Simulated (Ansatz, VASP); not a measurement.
# One calculation of Cl, two programs

```xyz
2
Lattice="9.0000 0.0000 0.0000 0.0000 9.2000 0.0000 0.0000 0.0000 11.0000" Properties=species:S:1:pos:R:3 pbc="T T T"
Cl    4.5000    4.6000    4.5101
Cl    4.5000    4.6000    6.4899
```

Alike in both runs: functional LDA; k mesh 1 × 1 × 1; occupations fermi-dirac, width 0.01 eV; no spin polarisation.

Ansatz relaxed the structure, and its values are those at the end. VASP's run is a single point on that final structure, the one shown.

```csv
,VASP,Ansatz
version,VASP 6.6.1,Ansatz 0.2.0
potentials or method,"VASP PAW LDA potentials, release 64 (Cl)","PAW with Ansatz's default frozen-core files, scalar-relativistic"
plane-wave cutoff (eV),500,420
valence electrons in the cell,14,14
```

|  | VASP | Ansatz | Ansatz less VASP |
| --- | --- | --- | --- |
| rms of the force components (eV/Å) | 0.099 | 0.000 | -0.0985 |

LDA's correlation is that of Perdew and Zunger in VASP and of Perdew and Wang (1992) in Ansatz. Ansatz's warnings: stress scf threshold loose.
